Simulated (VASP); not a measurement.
A run of VASP 6.6.1:

File INCAR:

```
  PREC = Accurate
  ENCUT = 600
  EDIFF = 1E-6
  ISMEAR = 0
  SIGMA = 0.1
  LREAL = False
  LASPH = True
  NELM = 60
  ALGO = Normal
  ISIF = 3
  LWAVE = False
  LCHARG = False
  GGA = PE
  IBRION = 2
  NSW = 90
  EDIFFG = -0.04
```

KPOINTS

```
Automatic mesh
0
Gamma
  6 6 1
```

File POSCAR:

```
SiGe4
1.0
    3.0026000400      0.0000000000      0.0000000000
   -1.5013000200      2.6003279100      0.0000000000
    0.0000000000      0.0000000000     23.6517786800
Si Ge
2 8
Direct
    0.3333333300      0.6666666700      0.9500000000
    0.6666666700      0.3333333300      0.0500000000
    0.3333333300      0.6666666700      0.7500000000
    0.3333333300      0.6666666700      0.1500000000
    0.3333333300      0.6666666700      0.3500000000
    0.3333333300      0.6666666700      0.5500000000
    0.6666666700      0.3333333300      0.8500000000
    0.6666666700      0.3333333300      0.2500000000
    0.6666666700      0.3333333300      0.4500000000
    0.6666666700      0.3333333300      0.6500000000
```

Potentials or basis: VASP PAW PBE potentials, release 64 (Si, Ge_d).

Command:

```sh
$ cat potpaw_PBE.64/Si/POTCAR potpaw_PBE.64/Ge_d/POTCAR > POTCAR
$ mpirun -np 1 vasp_std > vasp.out
```

Hardware: 1 thread of Intel(R) Xeon(R) 6975P-C (Granite Rapids) (shared host).

Task: Estimate the wall time of this run.

Result: Run time: 24 min on 1 thread of Intel(R) Xeon(R) 6975P-C (Granite Rapids), with other jobs on the host, peak memory 0.37 GiB. Counts: scf iterations 352, k points 7, ion steps 28.
